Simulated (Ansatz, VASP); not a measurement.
## Two plane-wave programs on Cu

INCAR

```
SYSTEM = Cu
ALGO     = Normal         ! electronic algorithm
EDIFF    = 1E-7           ! SCF threshold, eV
ENCUT    = 520            ! plane-wave cutoff, eV
GGA      = PE             ! functional
ISIF     = 2              ! what is computed and relaxed
ISMEAR   = 0              ! smearing method
LASPH    = .TRUE.         ! aspherical terms in the spheres
LCHARG   = .FALSE.        ! write CHGCAR
LREAL    = .FALSE.        ! projectors in reciprocal space
LWAVE    = .FALSE.        ! write WAVECAR
NBANDS   = 12             ! bands
NELM     = 60             ! most SCF steps
PREC     = Accurate       ! precision mode
SIGMA    = 0.15           ! smearing width, eV
```

File KPOINTS:

```
k-points
0
G
  22 22 22
  0 0 0
```

POSCAR

```
Cu
1.0
    0.0000000000      1.7623125000      1.7623125000
    1.7623125000      0.0000000000      1.7623125000
    1.7623125000      1.7623125000      0.0000000000
Cu
1
Direct
    0.0000000000      0.0000000000      0.0000000000
```

Input for Ansatz:

```yaml
crystal:
  lattice:
    - [0.0, 1.7623125, 1.7623125]
    - [1.7623125, 0.0, 1.7623125]
    - [1.7623125, 1.7623125, 0.0]
  atoms:
    - { symbol: Cu, position: [0.0, 0.0, 0.0] }
basis:
  ecutwfc: 420
kpoints:
  mp_grid: { grid: [22, 22, 22] }
hamiltonian:
  xc: pbe
scf:
  occupations: { method: gaussian, width: 0.15 }
output:
  forces: true
  stress: true
  eigenvalues: true
```

Change from the starting cell: strain -0.025 along x and y, -0.025 along z, atoms carried along.

Alike in both runs: task single point; functional PBE; k mesh 22 × 22 × 22; occupations gaussian, width 0.15 eV; no spin polarisation.

|  | VASP | Ansatz |
| --- | --- | --- |
| version | VASP 6.6.1 | Ansatz 0.2.0 |
| potentials or method | VASP PAW PBE potentials, release 64 (Cu), cutoff 520 eV | scalar-relativistic, plane waves, PAW |
| valence electrons in the cell | 11 | 19 |

VASP gave:

```
gap on the k mesh at the Fermi level (eV) : none
pressure (GPa)                            : 16.1
```

Q: Which values does Ansatz return?

A: gap on the k mesh at the Fermi level (eV): none; pressure (GPa): 15.5.

A gap of «none» marks a metal or a gap that the smearing closes. VASP's potentials hold 11 valence electrons a cell and Ansatz's 19, so a difference there can come from the potentials and not from the codes.
